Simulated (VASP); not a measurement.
# NaCl (F-43m) in VASP: further runs

The runs below take NaCl through single point, relaxation of cell and atoms, with PBE, r2SCAN.

Program: VASP 6.6.1. These are calculated values, not measurements. Logs are shortened: lines on timing, memory, paths and dates and some standing lists are left out, and cuts for length are marked.

## Step 1: The cell of the first run

It takes space group F-43m (No. 216, cubic). Conventional cell: a = 6.251 Å, b = 6.251 Å, c = 6.251 Å, α = 90.00°, β = 90.00°, γ = 90.00°. Within 3.6 Å of Na (site symmetry -43m) lie 4 Cl at 2.71 Å. Cl (site symmetry -43m) has 4 Na at 2.71 Å within 3.6 Å.

## Step 2: Single point, PBE

Contents of INCAR:

```
SYSTEM = NaCl
ALGO = Normal ; EDIFF = 1E-6
ENCUT = 520 ; GGA = PE
ISIF = 2 ; ISMEAR = 0
LASPH = .True. ; LCHARG = .False.
LREAL = .False. ; LWAVE = .False.
NBANDS = 14 ; NELM = 100
PREC = Accurate ; SIGMA = 0.02
```

Contents of KPOINTS:

```
k-points
0
Gamma
  6 6 6
  0 0 0
```

Contents of POSCAR:

```
NaCl
1.0
    0.0000000000      3.1257287305      3.1257287305
    3.1257287305      0.0000000000      3.1257287305
    3.1257287305      3.1257287305      0.0000000000
Na Cl
1 1
Direct
    0.7500000000      0.7500000000      0.7500000000
    0.5000000000      0.5000000000      0.5000000000
```

Potentials or basis: VASP PAW PBE potentials, release 64 (Na_pv, Cl).

Launch:

```console
$ cat potpaw_PBE.64/Na_pv/POTCAR potpaw_PBE.64/Cl/POTCAR > POTCAR
$ mpirun -np 1 vasp_std > vasp.out
```

OUTCAR:

```text
SYSTEM = NaCl
   EDIFF = 1E-6
   ENCUT = 520
   GGA = PE
   ISIF = 2
   ISMEAR = 0
   LASPH = .True.
   LREAL = .False.
   NELM = 100
   PREC = Accurate

 ion  position               nearest neighbor table
   1  0.750  0.750  0.750-   2 2.71   2 2.71   2 2.71   2 2.71
   2  0.500  0.500  0.500-   1 2.71   1 2.71   1 2.71   1 2.71

  LATTYP: Found a face centered cubic cell.
 ALAT       =     6.2514574610

  Lattice vectors:

 A1 = (   0.0000000000,   3.1257287305,   3.1257287305)
 A2 = (   3.1257287305,   0.0000000000,   3.1257287305)
 A3 = (   3.1257287305,   3.1257287305,   0.0000000000)

Analysis of symmetry for initial positions (statically):
=====================================================================
 Subroutine PRICEL returns:
 Original cell was already a primitive cell.

 Routine SETGRP: Setting up the symmetry group for a
 face centered cubic supercell.

 Subroutine GETGRP returns: Found 24 space group operations
 (whereof 24 operations were pure point group operations)
 out of a pool of 48 trial point group operations.

The static configuration has the point symmetry T_d .

Analysis of symmetry for dynamics (positions and initial velocities):
=====================================================================
 Subroutine PRICEL returns:
 Original cell was already a primitive cell.

 Routine SETGRP: Setting up the symmetry group for a
 face centered cubic supercell.

 Subroutine GETGRP returns: Found 24 space group operations
 (whereof 24 operations were pure point group operations)
 out of a pool of 48 trial point group operations.

The dynamic configuration has the point symmetry T_d .

 Subroutine INISYM returns: Found 24 space group operations
 (whereof 24 operations are pure point group operations),
 and found     1 'primitive' translations

----------------------------------------------------------------------------------------

                                     Primitive cell

  volume of cell :      61.0779

  direct lattice vectors                    reciprocal lattice vectors
     0.000000000  3.125728731  3.125728731    -0.159962698  0.159962698  0.159962698
     3.125728731  0.000000000  3.125728731     0.159962698 -0.159962698  0.159962698
     3.125728731  3.125728731  0.000000000     0.159962698  0.159962698 -0.159962698

  length of vectors
     4.420447963  4.420447963  4.420447963     0.277063520  0.277063520  0.277063520

  position of ions in fractional coordinates (direct lattice)
     0.750000000  0.750000000  0.750000000
     0.500000000  0.500000000  0.500000000

  ion indices of the primitive-cell ions
   primitive index   ion index
                 1           1
                 2           2

----------------------------------------------------------------------------------------

 KPOINTS: k-points

Automatic generation of k-mesh.
 Grid dimensions read from file:
 generate k-points for:    6    6    6

 Generating k-lattice:

  Cartesian coordinates                     Fractional coordinates (reciprocal lattice)
    -0.026660450  0.026660450  0.026660450     0.166666667  0.000000000  0.000000000
     0.026660450 -0.026660450  0.026660450     0.000000000  0.166666667  0.000000000
     0.026660450  0.026660450 -0.026660450     0.000000000  0.000000000  0.166666667

  Length of vectors
     0.046177253  0.046177253  0.046177253

  Shift w.r.t. Gamma in fractional coordinates (k-lattice)
     0.000000000  0.000000000  0.000000000

 Subroutine IBZKPT returns following result:
 ===========================================

 Found     16 irreducible k-points:

 Following reciprocal coordinates:
            Coordinates               Weight
  0.000000  0.000000  0.000000      1.000000
  0.166667  0.000000  0.000000      8.000000
  0.333333  0.000000  0.000000      8.000000
  0.500000  0.000000  0.000000      4.000000
  0.166667  0.166667  0.000000      6.000000
  0.333333  0.166667  0.000000     24.000000
[... 8 lines left out ...]
 -0.333333  0.333333  0.166667     24.000000
 -0.333333  0.500000  0.166667     12.000000
   k-points           NKPTS =     16   k-points in BZ     NKDIM =     16   number of bands    NBANDS=     14
   number of dos      NEDOS =    301   number of ions     NIONS =      2
   total plane-waves  NPLWV =  46656
   dimension x,y,z NGX =    36 NGY =   36 NGZ =   36
   dimension x,y,z NGXF=    72 NGYF=   72 NGZF=   72
   ions per type =               1   1
   NGX,Y,Z   is equivalent  to a cutoff of  13.54, 13.54, 13.54 a.u.
   NGXF,Y,Z  is equivalent  to a cutoff of  27.08, 27.08, 27.08 a.u.
 SYSTEM =  NaCl
   PREC   = accura    normal or accurate (medium, high low for compatibility)
   ISTART =      0    job   : 0-new  1-cont  2-samecut
   ICHARG =      2    charge: 1-file 2-atom 10-const
   ISPIN  =      1    spin polarized calculation?
   LNONCOLLINEAR =      F non collinear calculations
   LSORBIT =      F    spin-orbit coupling
   LASPH  =      T    aspherical Exc in radial PAW
   ENCUT  =  520.0 eV  38.22 Ry    6.18 a.u.   8.22  8.22  8.22*2*pi/ulx,y,z
   NELM   =    100;   NELMIN=  2; NELMDL= -5     # of ELM steps
   EDIFF  = 0.1E-05   stopping-criterion for ELM
   LREAL  =      F    real-space projection
   EDIFFG = 0.1E-04   stopping-criterion for IOM
   NSW    =      0    number of steps for IOM
   IBRION =     -1    ionic relax: 0-MD 1-quasi-New 2-CG
   NFREE  =      0    steps in history (QN), initial steepest desc. (CG)
   ISIF   =      2    stress and relaxation
   ISYM   =      2    0-nonsym 1-usesym 2-fastsym
   POTIM  = 0.5000    time-step for ionic-motion
   TEBEG  =    0.0;   TEEND  =   0.0 temperature during run
   PSTRESS=    0.0 pullay stress
   NELECT =      14.0000    total number of electrons
   NUPDOWN=      -1.0000    fix difference up-down
   EMIN   =  10.00;   EMAX   =-10.00  energy-range for DOS
   EFERMI =   0.00;   METHOD = LEGACY
   ISMEAR =     0;   SIGMA  =   0.02  broadening in eV -4-tet -1-fermi 0-gaus
   EFERMI_NEDOS =   21; number of points for ismear=-14 and -15
   IALGO  =     38    algorithm
   IMIX   =      4    mixing-type and parameters
     AMIX     =   0.40;   BMIX     =  1.00
     AMIX_MAG =   1.60;   BMIX_MAG =  1.00
  volume/ion in A,a.u.               =      30.54       206.09
  Fermi-wavevector in a.u.,A,eV,Ry     =   1.001897  1.893310 13.657484  1.003797
  Thomas-Fermi vector in A             =   2.134349
   LORBIT       =      0    0 simple, 1 ext, 2 COOP (PROOUT), +10 PAW based schemes
   GGA     = PE    functional components
   LHFCALC =     F    Hartree Fock is set to
   AEXX    =    0.0000 exact exchange contribution
   IVDW    =     0    specifies the selected vdW correction
   LEPSILON=     F    determine dielectric tensor
   LRPA    =     F    only Hartree local field effects (RPA)
 non-spin polarized calculation
 Gauss-broadening in eV      SIGMA  =   0.02
  energy-cutoff  :      520.00
  volume of cell :       61.08
 maximum number of plane-waves:      1676
 NGX is ok and might be reduce to    36
   NGX = 17   NGY = 17   NGZ = 17

 number of electron      14.0000007 magnetization

 Free energy of the ion-electron system (eV)
  ---------------------------------------------------
  ext. energy  EPLUGINS =         0.00000000
  ---------------------------------------------------
  free energy    TOTEN  =        -6.64300827 eV

  energy without entropy =       -6.64300827  energy(sigma->0) =       -6.64300827

 E-fermi :  -2.3657     XC(G=0):  -6.7203

 val. band max:       -2.5395554106   @ k =   0.0000   0.0000   0.0000
 cond. band min:       2.3127922463   @ k =   0.0000   0.0000   0.0000
 fundamental gap:      4.8523476568
 Fermi energy:        -2.3656872728

 k-point     1 :       0.0000    0.0000    0.0000
  band No.  band energies     occupation
      1     -23.2341      2.00000
      2     -23.2341      2.00000
      3     -23.2341      2.00000
      4     -14.6187      2.00000
      5      -2.5396      2.00000
      6      -2.5396      2.00000
      7      -2.5396      2.00000
      8       2.3128      0.00000
      9       8.5653      0.00000
     10       8.5653      0.00000
     11       8.5653      0.00000
     12      10.3565      0.00000
     13      10.3565      0.00000
     14      12.6664      0.00000

 k-point     2 :       0.1667    0.0000    0.0000
  band No.  band energies     occupation
      1     -23.2371      2.00000
      2     -23.2344      2.00000
      3     -23.2344      2.00000
      4     -14.5870      2.00000
      5      -2.8402      2.00000
      6      -2.5623      2.00000
      7      -2.5623      2.00000
      8       2.9013      0.00000
      9       7.9218      0.00000
     10       8.6764      0.00000
     11       8.6764      0.00000
     12       9.9134      0.00000
     13       9.9134      0.00000
     14      11.6990      0.00000

 k-point     3 :       0.3333    0.0000    0.0000
  band No.  band energies     occupation
      1     -23.2430      2.00000
      2     -23.2351      2.00000
      3     -23.2351      2.00000
      4     -14.5226      2.00000
      5      -3.3294      2.00000
      6      -2.6067      2.00000
      7      -2.6067      2.00000
      8       4.1170      0.00000
      9       6.8672      0.00000
     10       8.2815      0.00000
     11       8.2815      0.00000
     12      10.7094      0.00000
     13      10.7094      0.00000
     14      11.1680      0.00000

 k-point     4 :       0.5000    0.0000    0.0000
  band No.  band energies     occupation
      1     -23.2459      2.00000
      2     -23.2354      2.00000
      3     -23.2354      2.00000
      4     -14.4899      2.00000
      5      -3.5382      2.00000
      6      -2.6284      2.00000
      7      -2.6284      2.00000
      8       4.9193      0.00000
      9       6.2062      0.00000
     10       8.0294      0.00000
     11       8.0294      0.00000
     12      11.5742      0.00000
     13      12.1897      0.00000
     14      12.1897      0.00000

 k-point     5 :       0.1667    0.1667    0.0000
  band No.  band energies     occupation
      1     -23.2373      2.00000
      2     -23.2349      2.00000
      3     -23.2349      2.00000
      4     -14.5765      2.00000
      5      -2.8441      2.00000
      6      -2.6138      2.00000
      7      -2.6138      2.00000
      8       3.0800      0.00000
      9       7.8241      0.00000
     10       8.6176      0.00000
     11       8.8388      0.00000
[... 140 lines left out ...]
 k-point    14 :       0.5000    0.3333    0.1667
  band No.  band energies     occupation
      1     -23.2442      2.00000
      2     -23.2376      2.00000
      3     -23.2361      2.00000
      4     -14.4804      2.00000
      5      -3.2949      2.00000
      6      -2.9023      2.00000
      7      -2.7146      2.00000
      8       4.8806      0.00000
      9       6.7742      0.00000
     10       7.0397      0.00000
     11       8.8757      0.00000
     12      10.0819      0.00000
     13      11.9464      0.00000
     14      12.6768      0.00000

 k-point    15 :      -0.3333    0.3333    0.1667
  band No.  band energies     occupation
      1     -23.2452      2.00000
      2     -23.2385      2.00000
      3     -23.2366      2.00000
      4     -14.4589      2.00000
      5      -3.2952      2.00000
      6      -3.0300      2.00000
      7      -2.7647      2.00000
      8       5.4746      0.00000
      9       6.2581      0.00000
     10       7.2921      0.00000
     11       8.5543      0.00000
     12      10.5431      0.00000
     13      11.5243      0.00000
     14      12.6055      0.00000

 k-point    16 :      -0.3333    0.5000    0.1667
  band No.  band energies     occupation
      1     -23.2458      2.00000
      2     -23.2384      2.00000
      3     -23.2373      2.00000
      4     -14.4485      2.00000
      5      -3.3085      2.00000
      6      -2.9921      2.00000
      7      -2.8556      2.00000
      8       5.0084      0.00000
      9       6.7620      0.00000
     10       7.4820      0.00000
     11       8.4337      0.00000
     12      10.8836      0.00000
     13      12.1403      0.00000
     14      12.4284      0.00000

------------------------ aborting loop because EDIFF is reached ----------------------------------------

  FORCE on cell =-STRESS in cart. coord.  units (eV):
  Direction    XX          YY          ZZ          XY          YZ          ZX
  --------------------------------------------------------------------------------------
  -------------------------------------------------------------------------------------
  Total        0.0038380      0.0038380      0.0038380      0.0000000     -0.0000000      0.0000000
  in kB        0.1006771      0.1006771      0.1006771      0.0000000     -0.0000000      0.0000000
  external PRESSURE =       0.1006771 kB  Pullay stress =       0.0000000 kB

 VOLUME and BASIS-vectors are now :
 -----------------------------------------------------------------------------
  energy-cutoff  :      520.00
  volume of cell :       61.08
      direct lattice vectors                 reciprocal lattice vectors
     0.000000000  3.125728731  3.125728731    -0.159962698  0.159962698  0.159962698
     3.125728731  0.000000000  3.125728731     0.159962698 -0.159962698  0.159962698
     3.125728731  3.125728731  0.000000000     0.159962698  0.159962698 -0.159962698

 POSITION                                       TOTAL-FORCE (eV/Angst)
 -----------------------------------------------------------------------------------
      4.68859      4.68859      4.68859         0.000000      0.000000      0.000000
      3.12573      3.12573      3.12573        -0.000000     -0.000000     -0.000000
 -----------------------------------------------------------------------------------
    total drift:                               -0.000001     -0.000001     -0.000001

  FREE ENERGIE OF THE ION-ELECTRON SYSTEM (eV)
  ---------------------------------------------------
  free  energy   TOTEN  =        -6.6430082742 eV

  energy  without entropy=       -6.6430082742  energy(sigma->0) =       -6.64300827
```

Run time: 15 s. Hardware: 1 thread of Intel Xeon Platinum 8488C (Sapphire Rapids), shared host; peak memory 0.19 GiB.

Results:

- Free energy: -6.6430 eV
- Pressure: 0.0 GPa
- Band gap on the k mesh: 4.85 eV, direct

## Step 3: Single point, r2SCAN

POSCAR is that of step 2.

Contents of INCAR.step1:

```
PREC = Accurate
ENCUT = 520
ISMEAR = 0
SIGMA = 0.02
LREAL = False
LASPH = True
NELM = 60
NBANDS = 14
GGA = PE
ALGO = Normal
EDIFF = 1E-4
LWAVE = True
LCHARG = False
```

Contents of INCAR.step2:

```
PREC = Accurate
ENCUT = 520
EDIFF = 1E-7
ISMEAR = 0
SIGMA = 0.02
LREAL = False
LASPH = True
NELM = 60
ALGO = Normal
ISIF = 2
LWAVE = False
LCHARG = True
METAGGA = R2SCAN
LMIXTAU = True
LELF = True
LVHAR = True
NBANDS = 14
ISTART = 1
```

Contents of KPOINTS:

```
regular mesh
0
Gamma
  6 6 6
```

Potentials or basis: VASP PAW PBE potentials, release 64 (Na_pv, Cl).

Launch:

```console
$ cat potpaw_PBE.64/Na_pv/POTCAR potpaw_PBE.64/Cl/POTCAR > POTCAR
$ cp INCAR.step1 INCAR
$ mpirun -np 1 vasp_std > vasp.out
$ cp INCAR.step2 INCAR
$ mpirun -np 1 vasp_std > vasp.out
```

It took 65 s on 1 thread of Intel Xeon Platinum 8488C (Sapphire Rapids), shared host; peak memory 0.2 GiB.

The run converged. Its results:

```
Free energy            : -13.5550 eV
Pressure               : -0.7 GPa
Band gap on the k mesh : 5.48 eV, direct
```

Levels at points of the mesh, in eV from the valence-band top:
```
           k point  band 5  band 6  band 7  band 8  band 9  band 10
(0.00, 0.00, 0.00)    0.00    0.00    0.00    5.48   11.95    11.95
(0.50, 0.00, 0.00)   -0.98   -0.09   -0.09    8.23    9.30    11.28
(0.50, 0.50, 0.00)   -0.89   -0.28   -0.28    7.46    9.74    11.30
```

Caveat: the PAW data sets were made with another functional, which shifts forces and pressure a little.

(Continued in part 2 of 3.)
